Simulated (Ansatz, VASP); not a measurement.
# Ba3Ti4O11 in VASP and in Ansatz

```
CELL_PARAMETERS angstrom
3.96986 0.00000 0.00000
0.00000 3.96986 0.00000
0.00000 0.00000 26.90966
ATOMIC_POSITIONS crystal
Ti 0.50000 0.50000 0.28327
Ti 0.50000 0.50000 0.42703
Ti 0.50000 0.50000 0.57297
Ti 0.50000 0.50000 0.71673
O 0.50000 0.00000 0.27932
O 0.00000 0.50000 0.27932
O 0.50000 0.50000 0.35221
O 0.50000 0.00000 0.42649
O 0.00000 0.50000 0.42649
O 0.50000 0.50000 0.50000
O 0.50000 0.00000 0.57351
O 0.00000 0.50000 0.57351
O 0.50000 0.50000 0.64779
O 0.50000 0.00000 0.72068
O 0.00000 0.50000 0.72068
Ba 0.00000 0.00000 0.34884
Ba 0.00000 0.00000 0.50000
Ba 0.00000 0.00000 0.65116
```

Alike in both runs: functional PBEsol; k mesh 7 × 7 × 1; occupations gaussian, width 0.05 eV; no spin polarisation.

Ansatz relaxed the structure, and its values are those at the end. VASP's run is a single point on that final structure, the one shown.

|  | VASP | Ansatz |
| --- | --- | --- |
| version | VASP 6.6.1 | Ansatz 0.2.0 |
| potentials or method | VASP PAW PBE potentials, release 64 (Ti_sv, O, Ba_sv), cutoff 520 eV | scalar-relativistic, plane waves, PAW |
| valence electrons in the cell | 144 | 144 |

VASP gave:

- gap on the k mesh at the Fermi level (eV): 0.84
- least direct gap on the mesh (eV): 1.42
- rms of the force components (eV/Å): 0.037

What did Ansatz give for the same quantities?

gap on the k mesh at the Fermi level (eV): 0.89; least direct gap on the mesh (eV): 1.45; rms of the force components (eV/Å): 0.001.

VASP's potentials were made for PBE, not for PBEsol. Ansatz's warnings: xc potential rough in thin density.

Spin-orbit coupling is off throughout.
